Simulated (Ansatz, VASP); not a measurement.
# NaF: VASP beside Ansatz

```
CELL_PARAMETERS angstrom
0.00000 2.32330 2.32330
2.32330 0.00000 2.32330
2.32330 2.32330 0.00000
ATOMIC_POSITIONS crystal
Na 0.00000 0.00000 0.00000
F 0.50000 0.50000 0.50000
```

Alike in both runs: task single point; functional PBE; k mesh 10 × 10 × 10; occupations fermi-dirac, width 0.02 eV; no spin polarisation.

|  | VASP | Ansatz |
| --- | --- | --- |
| version | VASP 6.6.1 | Ansatz 0.2.0 |
| potentials or method | VASP PAW PBE potentials, release 64 (Na_pv, F), cutoff 520 eV | all-electron LAPW, non-relativistic |

```csv
,VASP,Ansatz,Ansatz less VASP
gap on the k mesh at the Fermi level (eV),6.26,6.31,+0.053
pressure (GPa),1.6,1.8,+0.20
```

Ansatz ran all-electron here, and VASP with PAW potentials.
